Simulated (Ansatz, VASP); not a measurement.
Sc2BC2 in VASP and in Ansatz

```
CELL_PARAMETERS angstrom
-1.63417 1.63417 5.25334
1.63417 -1.63417 5.25334
1.63417 1.63417 -5.25334
ATOMIC_POSITIONS crystal
Sc 0.34909 0.34909 0.00000
Sc 0.65091 0.65091 0.00000
B 0.00000 0.00000 0.00000
C 0.13995 0.13995 0.00000
C 0.86005 0.86005 0.00000
```

Alike in both runs: functional LDA; k mesh 16 × 16 × 16; occupations fermi-dirac, width 0.15 eV; no spin polarisation.

Ansatz relaxed the structure, and its values are those at the end. VASP's run is a single point on that final structure, the one shown.

```csv
,VASP,Ansatz
version,VASP 6.6.1,Ansatz 0.2.0
potentials or method,"VASP PAW LDA potentials, release 64 (Sc_sv, B, C), cutoff 600 eV","scalar-relativistic, plane waves, PAW"
valence electrons in the cell,33,33
```

|  | VASP | Ansatz | Ansatz less VASP |
| --- | --- | --- | --- |
| gap on the k mesh at the Fermi level (eV) | none | none | - |
| pressure (GPa) | 0.7 | 0.0 | -0.71 |
| rms of the force components (eV/Å) | 0.015 | 0.000 | -0.0150 |

LDA's correlation is that of Perdew and Zunger in VASP and of Perdew and Wang (1992) in Ansatz. A gap of «none» marks a metal or a gap that the smearing closes.
